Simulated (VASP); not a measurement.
**Nb2Cl3: single point with PBE**

Crystal: Nb2Cl3.

```
Nb Cl
1.0
     3.43057    1.98064    5.04823
    -3.43057    1.98064    5.04823
     0.00000   -3.96128    5.04823
Nb Cl
4 6
Direct
  0.82912 0.82912 0.82912
  0.67088 0.67088 0.67088
  0.17088 0.17088 0.17088
  0.32912 0.32912 0.32912
  0.09178 0.40822 0.75000
  0.75000 0.09178 0.40822
  0.40822 0.75000 0.09178
  0.90822 0.59178 0.25000
  0.25000 0.90822 0.59178
  0.59178 0.25000 0.90822
```

| Item | Value |
| --- | --- |
| Program | VASP 6.6.1 |
| Task | single point |
| Functional | PBE |
| Potentials or basis | VASP PAW PBE potentials, release 64 (Nb_sv, Cl) |
| Cutoff | 520 eV |
| k mesh | 3 × 3 × 3 |
| Occupations | gaussian, width 0.1 eV |
| Spin | collinear spin |
| Starting moments | [1.7, 1.7, 1.7, 1.7, 0.0, 0.0, 0.0, 0.0, 0.0, 0.0] μB |

| Quantity | Value |
| --- | --- |
| Pressure | -0.1 GPa |
| Largest force | 0.020 eV/Å |
| Band gap on the k mesh | zero (filled and empty bands overlap) |
| Net moment | 0.00 μB per cell |
| Valence electrons inside the program's atomic spheres | Nb 10.82; Cl 5.11 |

Forces on the atoms (eV/Å):
```
Nb   0.000  0.000  0.020
Nb   0.000  0.000 -0.020
Nb   0.000  0.000 -0.020
Nb   0.000  0.000  0.020
Cl   0.003  0.000  0.000
Cl  -0.001  0.002  0.000
Cl  -0.001 -0.002  0.000
Cl  -0.003  0.000  0.000
Cl   0.001 -0.002  0.000
Cl   0.001  0.002  0.000
```

Levels at points of the mesh, in eV from the Fermi level:
Spin up:
```tsv
k point	band 44	band 45	band 46	band 47	band 48	band 49	band 50	band 51
(0.00, 0.00, 0.00)	-1.77	-1.05	-1.05	-0.73	-0.73	0.52	0.52	0.83
```
Spin down:
```tsv
k point	band 45	band 46	band 47	band 48	band 49	band 50
(0.00, 0.00, 0.00)	-1.05	-1.05	-0.73	-0.73	0.52	0.52
```

Wall time 3 min on 1 thread of Intel(R) Xeon(R) Platinum 8488C (Sapphire Rapids) (shared host), peak memory 0.44 GiB.

Caveat: the k points lie up to 0.38 Å⁻¹ apart, too coarse for converged energies and pressures of a metal.
